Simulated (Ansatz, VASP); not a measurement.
**Two plane-wave programs on BAs**

```xyz
2
Lattice="2.6808 0.0000 0.0000 -1.3404 2.3216 0.0000 0.0000 0.0000 4.2863" Properties=species:S:1:pos:R:3 pbc="T T T"
B     0.0000    0.0000    0.0000
As    0.0000    0.0000    2.1431
```

Alike in both runs: functional PBE; k mesh 8 × 8 × 4; occupations gaussian, width 0.2 eV; no spin polarisation.

Ansatz relaxed the structure, and its values are those at the end. VASP's run is a single point on that final structure, the one shown.

|  | VASP | Ansatz |
| --- | --- | --- |
| version | VASP 6.6.1 | Ansatz 0.2.0 |
| potentials or method | VASP PAW PBE potentials, release 64 (B, As), cutoff 500 eV | scalar-relativistic, plane waves, PAW |
| valence electrons in the cell | 8 | 18 |

|  | VASP | Ansatz | Ansatz less VASP |
| --- | --- | --- | --- |
| gap on the k mesh at the Fermi level (eV) | none | none | - |
| pressure (GPa) | 0.5 | 0.1 | -0.45 |

A gap of «none» marks a metal or a gap that the smearing closes. VASP's potentials hold 8 valence electrons a cell and Ansatz's 18, so a difference there can come from the potentials and not from the codes.

The k mesh is coarse, so the values compare programs but aren't converged.
